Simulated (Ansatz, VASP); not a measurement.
# Two plane-wave programs on Na

```
CELL_PARAMETERS angstrom
3.15228 0.00000 0.00000
-1.57614 2.72996 0.00000
0.00000 0.00000 5.17048
ATOMIC_POSITIONS crystal
Na 0.33333 0.66667 0.25000
Na 0.66667 0.33333 0.75000
```

Change from the starting cell: volume scaled by 0.6, PAW files.

Alike in both runs: task single point; functional PBE; k mesh 12 × 12 × 6; occupations fermi-dirac, width 0.05 eV; no spin polarisation.

```csv
,VASP,Ansatz
version,VASP 6.6.1,Ansatz 0.2.0
potentials or method,"VASP PAW PBE potentials, release 64 (Na_pv)","PAW with Ansatz's default frozen-core files, scalar-relativistic"
plane-wave cutoff (eV),520,420
valence electrons in the cell,14,18
```

```csv
,VASP,Ansatz,Ansatz less VASP
pressure (GPa),10.1,10.2,+0.07
"traceless stress, the component that is largest in VASP (GPa)",0.07,0.07,-0.001
```

VASP's potentials hold 14 valence electrons a cell and Ansatz's 18, so a difference there can come from the potentials and not from the codes.
